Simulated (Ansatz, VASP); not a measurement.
## ZnS: VASP beside Ansatz

The input INCAR:

```
ALGO     = Normal         # electronic algorithm
EDIFF    = 1E-6           # SCF threshold, eV
ENCUT    = 520            # plane-wave cutoff, eV
GGA      = PE             # functional
ISIF     = 2              # what is computed and relaxed
ISMEAR   = 0              # smearing method
LASPH    = T              # aspherical terms in the spheres
LCHARG   = F              # write CHGCAR
LREAL    = F              # projectors in reciprocal space
LWAVE    = F              # write WAVECAR
NBANDS   = 26             # bands
NELM     = 60             # most SCF steps
PREC     = Accurate       # precision mode
SIGMA    = 0.05           # smearing width, eV
```

File KPOINTS:

```
k-points
0
Gamma
  12 12 6
```

POSCAR

```
ZnS
1.0
    3.8109987816      0.0000000000      0.0000000000
   -1.9054993908      3.3004217586      0.0000000000
    0.0000000000      0.0000000000      6.2340000000
Zn S
2 2
Direct
    0.3772334420      0.6988037767      0.0000000000
    0.6227665580      0.3011962233      0.5000000000
    0.2960289881      0.6393579906      0.3850000000
    0.7039710119      0.3606420094      0.8850000000
```

Input for Ansatz:

```yaml
crystal:
  lattice:
    - [3.8109987816, 0.0, 0.0]
    - [-1.9054993908, 3.3004217586, 0.0]
    - [0.0, 0.0, 6.234]
  atoms:
    - { symbol: Zn, position: [0.377233442, 0.6988037767, 0.0] }
    - { symbol: Zn, position: [0.622766558, 0.3011962233, 0.5] }
    - { symbol: S, position: [0.2960289881, 0.6393579906, 0.385] }
    - { symbol: S, position: [0.7039710119, 0.3606420094, 0.885] }
basis:
  ecutwfc: 420
kpoints:
  mp_grid: { grid: [12, 12, 6] }
hamiltonian:
  xc: pbe
scf:
  occupations: { method: gaussian, width: 0.05 }
output:
  forces: true
  stress: true
  eigenvalues: true
```

Change from the starting cell: mode 4 (73.5 1/cm) frozen in, largest displacement -0.150 Å.

Alike in both runs: task single point; functional PBE; k mesh 12 × 12 × 6; occupations gaussian, width 0.05 eV; no spin polarisation.

|  | VASP | Ansatz |
| --- | --- | --- |
| version | VASP 6.6.1 | Ansatz 0.2.0 |
| potentials or method | VASP PAW PBE potentials, release 64 (Zn, S), cutoff 520 eV | scalar-relativistic, plane waves, PAW |
| valence electrons in the cell | 36 | 36 |

```csv
,VASP,Ansatz,Ansatz less VASP
gap on the k mesh at the Fermi level (eV),2.20,2.19,-0.006
least direct gap on the mesh (eV),2.20,2.19,-0.006
pressure (GPa),2.3,2.2,-0.16
"traceless stress, the component that is largest in VASP (GPa)",-1.53,-1.50,+0.027
rms of the force components (eV/Å),0.222,0.220,-0.0018
```

Atom by atom the forces differ by 0.002 eV/Å (rms over components).
